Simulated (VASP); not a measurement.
## NaH: single point with r2SCAN

NaH:

```
Na H
1.0
     0.00000    2.39722    2.39722
     2.39722    0.00000    2.39722
     2.39722    2.39722    0.00000
Na H
1 1
Cartesian
  0.0000 0.0000 0.0000
  2.3972 2.3972 2.3972
```

```yaml
Program: VASP 6.6.1
Task: single point
Functional: r2SCAN
Potentials_or_basis: VASP PAW PBE potentials, release 64 (Na_pv, H)
Cutoff: 520 eV
k_mesh: 8 × 8 × 8
Occupations: tetrahedron
Spin: no spin polarisation
```

```
Pressure               : -0.3 GPa
Band gap on the k mesh : 4.41 eV, indirect (least direct gap 5.26 eV)
```

Levels at points of the mesh, in eV from the valence-band top:
```tsv
k point	band 1	band 2	band 3	band 4	band 5	band 6	band 7	band 8
(0.00, 0.00, 0.00)	-22.86	-22.86	-22.86	-3.62	11.66	16.53	16.53	16.53
(0.50, 0.00, 0.00)	-22.95	-22.87	-22.87	-0.84	4.41	11.86	14.06	14.06
(0.50, 0.50, 0.00)	-22.94	-22.89	-22.89	-0.17	5.24	10.80	11.54	11.54
```

Run time: 110 s on 1 thread of Intel Xeon 6975P-C, on a shared host, peak memory 0.13 GiB.

Caveat: the PAW data sets were made with another functional, which shifts forces and pressure a little. r2SCAN opens gaps a little over a GGA but as a rule still falls short of measured ones.
